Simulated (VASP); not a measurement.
The system is Pd4Pt.

```
CELL_PARAMETERS angstrom
-2.64257 2.64257 2.64257
2.64257 -2.64257 2.64257
2.64257 2.64257 -2.64257
ATOMIC_POSITIONS crystal
Pd 0.00000 0.00000 0.50000
Pd 0.00000 0.50000 0.00000
Pd 0.50000 0.00000 0.00000
Pd 0.50000 0.50000 0.50000
Pt 0.00000 0.00000 0.00000
```

The cell was generated, and may not be a known phase.

* Program: VASP 6.6.1
* Task: relaxation of cell and atoms
* Functional: PBE
* Potentials or basis: VASP PAW PBE potentials, release 64 (Pd, Pt)
* Cutoff: 600 eV
* k mesh: 4 × 4 × 4
* Occupations: gaussian, width 0.2 eV
* Spin: no spin polarisation

At the start: pressure 76.7 GPa; volume 14.76 Å³/atom.

Where does the relaxation end?

Over 5 steps the energy falls by 926.9 meV/atom and the volume is 20.02 Å³/atom (+35.6 %); space group Im-3m (No. 229, to 0.1 Å) before and after.

Step by step:
| step | energy change (eV) | largest force (eV/Å) | pressure (GPa) | volume (Å³) |
| --- | --- | --- | --- | --- |
| 1 | 0.0000 | 0.0000 | 76.70 | 73.81 |
| 2 | 1.5322 | 0.0000 | -13.16 | 177.99 |
| 3 | -4.5372 | 0.0000 | -5.27 | 105.80 |
| 4 | -4.6153 | 0.0000 | -2.49 | 102.62 |
| 5 | -4.6343 | 0.0000 | 0.17 | 100.08 |

Final structure:
```
Pd Pt
1.0
    -2.92483    2.92483    2.92483
     2.92483   -2.92483    2.92483
     2.92483    2.92483   -2.92483
Pd Pt
4 1
Direct
  0.00000 0.00000 0.50000
  0.00000 0.50000 0.00000
  0.50000 0.00000 0.00000
  0.50000 0.50000 0.50000
  0.00000 0.00000 0.00000
```

Caveat: the k points lie up to 0.38 Å⁻¹ apart in the final cell, too coarse for converged energies and pressures of a metal; the volume moved by over 15 % at a fixed basis, so the end points are rough.
